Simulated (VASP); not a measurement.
P4C: single point with PBE

Crystal: P4C.

```
P C
1.0
     4.49798    0.00000    0.00000
     0.00000    4.49798    0.00000
     0.00000    0.00000    4.49798
P C
4 1
Direct
  0.50000 0.00000 0.00000
  0.00000 0.50000 0.00000
  0.00000 0.00000 0.50000
  0.50000 0.50000 0.50000
  0.00000 0.00000 0.00000
```

The cell was built from a structure type or drawn by symmetry, and may not be a known phase.

| Quantity | Value |
| --- | --- |
| Program | VASP 6.6.1 |
| Task | single point |
| Functional | PBE |
| Potentials or basis | VASP PAW PBE potentials, release 64 (P, C) |
| Cutoff | 520 eV |
| k mesh | 4 × 4 × 4 |
| Occupations | gaussian, width 0.1 eV |
| Spin | no spin polarisation |

```yaml
Pressure: -17.6 GPa
Band_gap_on_the_k_mesh: zero (bands 12 and 13 overlap by 1.52 eV)
```

Levels at points of the mesh, in eV from the Fermi level:
| k point | band 8 | band 9 | band 10 | band 11 | band 12 | band 13 | band 14 | band 15 | band 16 | band 17 |
| --- | --- | --- | --- | --- | --- | --- | --- | --- | --- | --- |
| (0.00, 0.00, 0.00) | -5.01 | -1.81 | -1.81 | -1.81 | 0.04 | 0.04 | 0.04 | 2.88 | 2.88 | 2.88 |
| (0.50, 0.00, 0.00) | -2.85 | -2.85 | -1.30 | -0.70 | -0.41 | -0.01 | -0.01 | 1.10 | 1.35 | 1.35 |
| (0.50, 0.50, 0.00) | -2.69 | -2.69 | -1.52 | -1.52 | -1.20 | -0.03 | -0.03 | 1.16 | 2.11 | 2.12 |
| (0.50, 0.50, 0.50) | -5.19 | 0.38 | 0.38 | 0.38 | 1.28 | 1.28 | 2.26 | 2.26 | 2.26 | 2.30 |

Run time: 11 s on 1 thread of Intel(R) Xeon(R) 6975P-C (Granite Rapids), with other jobs on the host, peak memory 0.19 GiB.

Caveat: the cell stands under tension.
